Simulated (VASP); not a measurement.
Write the native input for VASP 6.6.1 that does the following.

| Quantity | Value |
| --- | --- |
| Task | single point |
| Functional | PBEsol |
| Potentials or basis | VASP PAW PBE potentials, release 64 (Ga_d) |
| Cutoff | 520 eV |
| k mesh | 16 × 12 × 10 |
| Occupations | gaussian, width 0.1 eV |
| Spin | no spin polarisation |
| Dipole correction | no |
| Further INCAR settings | ALGO = Normal; EDIFF = 1e-06; NBANDS = 20 |

The structure of Ga lies in POSCAR:

```
Ga
1.0
    2.7245484807      0.0000000000     -0.0169761589
    0.0000000000      3.0632177250      0.0000000000
   -1.3417625387      0.0000000000      4.0236202613
Ga
2
Direct
    0.8638994627      0.2500000000      0.2437359242
    0.1361005373      0.7500000000      0.7562640758
```

This cell differs from its parent crystal: strained and its atoms moved.

The input as run:

INCAR

```
SYSTEM = Ga
  PREC = Accurate
  ENCUT = 520
  EDIFF = 1E-6
  ISMEAR = 0
  SIGMA = 0.1
  LREAL = .False.
  LASPH = .True.
  NELM = 100
  ALGO = Normal
  ISIF = 2
  LWAVE = .False.
  LCHARG = .True.
  GGA = PS
  LELF = .True.
  LVHAR = .True.
  NBANDS = 20
```

KPOINTS

```
regular mesh
0
Gamma
  16 12 10
  0 0 0
```

Potentials or basis: VASP PAW PBE potentials, release 64 (Ga_d).

Run with:

```sh
$ cat potpaw_PBE.64/Ga_d/POTCAR > POTCAR
$ mpirun -np 1 vasp_std > vasp.out
```

Results of the run:

```json
{
 "Pressure": "5.1 GPa",
 "Largest force": "0.519 eV/Å",
 "Band gap on the k mesh": "zero (band 13 reaches 12.17 eV, above the bottom of band 14 at 1.63 eV)"
}
```

Caveat: the cell differs from its parent crystal (strained and its atoms moved); the PAW data sets were made with another functional, which shifts forces and pressure a little.

Wall time 2.3 min on 1 thread of Intel(R) Xeon(R) Platinum 8488C (Sapphire Rapids), on a shared host, peak memory 0.38 GiB.
